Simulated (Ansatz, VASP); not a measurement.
# One calculation of W, two programs

The input INCAR:

```
PREC = Accurate
ENCUT = 600
EDIFF = 1E-6
ISMEAR = 0
SIGMA = 0.1
LREAL = False
LASPH = True
NELM = 80
ALGO = Normal
ISIF = 3
LWAVE = False
LCHARG = False
GGA = CA
IBRION = 2
NSW = 100
EDIFFG = -0.002
```

Contents of KPOINTS:

```
Automatic mesh
0
Gamma
  16 16 16
```

Contents of POSCAR:

```
W
1.0
   -1.5689684577      1.5689684577      1.5689684577
    1.5689684577     -1.5689684577      1.5689684577
    1.5689684577      1.5689684577     -1.5689684577
W
1
Direct
    0.0000000000      0.0000000000      0.0000000000
```

Input for Ansatz:

```yaml
crystal:
  lattice:
    - [-1.5689684577, 1.5689684577, 1.5689684577]
    - [1.5689684577, -1.5689684577, 1.5689684577]
    - [1.5689684577, 1.5689684577, -1.5689684577]
  atoms:
    - { symbol: W, position: [0.0, 0.0, 0.0] }
basis:
  ecutwfc: 420
kpoints:
  mp_grid: { grid: [16, 16, 16] }
hamiltonian:
  xc: lda
  pseudopotentials: { kind: paw, azcp: { folder: soft_1 } }
scf:
  occupations: { method: gaussian, width: 0.1 }
output:
  forces: true
  stress: true
  eigenvalues: true
  write_density: true
  write_potential: true
  elf: true
  volumetric_format: npy
relax:
  adjacent_minimum: "off"
  f_tol: 0.002
  max_steps: 80
  cell: { stress_tol: 0.02 }
```

Alike in both runs: task relaxation of cell and atoms; functional LDA; k mesh 16 × 16 × 16; occupations gaussian, width 0.1 eV; no spin polarisation.

|  | VASP | Ansatz |
| --- | --- | --- |
| version | VASP 6.6.1 | Ansatz 0.2.0 |
| potentials or method | VASP PAW LDA potentials, release 64 (W_sv), cutoff 600 eV | scalar-relativistic, plane waves, PAW |
| valence electrons in the cell | 14 | 14 |

```csv
,VASP,Ansatz,Ansatz less VASP
"gap on the k mesh at the Fermi level, each at its own relaxed structure (eV)",none,none,-
relaxed volume (Å³/atom),15.49,15.40,-0.088
relaxed cell length with the largest relative difference (Å),2.720,2.715,-0.0052
```

Ansatz warns that its potentials were made for another functional, while VASP's fit it. LDA's correlation is that of Perdew and Zunger in VASP and of Perdew and Wang (1992) in Ansatz. A gap of «none» marks a metal or a gap that the smearing closes.

Spin-orbit coupling is off throughout.
